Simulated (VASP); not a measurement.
Mo:

```
CELL_PARAMETERS angstrom
-1.54977 1.54977 1.54977
1.54977 -1.54977 1.54977
1.54977 1.54977 -1.54977
ATOMIC_POSITIONS crystal
Mo 0.00000 0.00000 0.00000
```

This cell differs from its parent crystal: volume scaled by 0.96.

Base run:

```yaml
Program: VASP 6.6.1
Functional: PBE
Potentials_or_basis: VASP PAW PBE potentials, release 64 (Mo_sv)
Cutoff: 520 eV
k_mesh: 16 × 16 × 16
Occupations: fermi-dirac, width 0.05 eV
Spin: no spin polarisation
```

Its results: band gap on the k mesh zero (band 7 reaches 17.67 eV, above the bottom of band 8 at 11.94 eV); pressure 17.7 GPa.

Question: The run is repeated on the same cell with these changes: dispersion from none to D3(BJ). What comes out?

Answer: Band gap on the k mesh zero (band 7 reaches 17.67 eV, above the bottom of band 8 at 11.94 eV); pressure 9.3 GPa.

Dispersion adds attraction, which lowers the pressure at fixed volume and, as a term added to the energy, leaves the levels alone.

Caveats: pairwise dispersion overbinds metals, which lowers pressure and volume (some runs).
